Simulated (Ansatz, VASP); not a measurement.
# HF: VASP beside Ansatz

```
F H
1.0
     6.68837    0.00000    0.00000
     0.00000    6.68837    0.00000
     0.00000    0.00000    6.68837
F H
8 8
Direct
  0.14229 0.19739 0.69693
  0.76091 0.11672 0.90725
  0.00827 0.71638 0.34998
  0.78305 0.67646 0.64959
  0.09712 0.94516 0.05771
  0.48395 0.31926 0.53188
  0.51329 0.91748 0.72464
  0.74302 0.26130 0.25830
  0.26490 0.22283 0.63373
  0.65671 0.04937 0.83259
  0.02449 0.80833 0.24305
  0.86529 0.69884 0.53487
  0.02263 0.01160 0.95879
  0.57185 0.28968 0.42492
  0.59570 0.80908 0.68144
  0.73059 0.21560 0.12475
```

Alike in both runs: functional r2SCAN; dispersion D3(BJ); k mesh 1 × 1 × 1; occupations fermi-dirac, width 0.02 eV; no spin polarisation.

Ansatz relaxed the structure, and its values are those at the end. VASP's run is a single point on that final structure, the one shown.

|  | VASP | Ansatz |
| --- | --- | --- |
| version | VASP 6.6.1 | Ansatz 0.2.0 |
| potentials or method | VASP PAW PBE potentials, release 64 (F, H), cutoff 520 eV | scalar-relativistic, plane waves, PAW |
| valence electrons in the cell | 64 | 64 |

|  | VASP | Ansatz | Ansatz less VASP |
| --- | --- | --- | --- |
| rms of the force components (eV/Å) | 0.179 | 0.060 | -0.1193 |

VASP's potentials were made for PBE, not for r2SCAN. One of these differences is far larger than is usual between the two programs; its cause wasn't traced. Ansatz's warnings: dispersion damping borrowed.
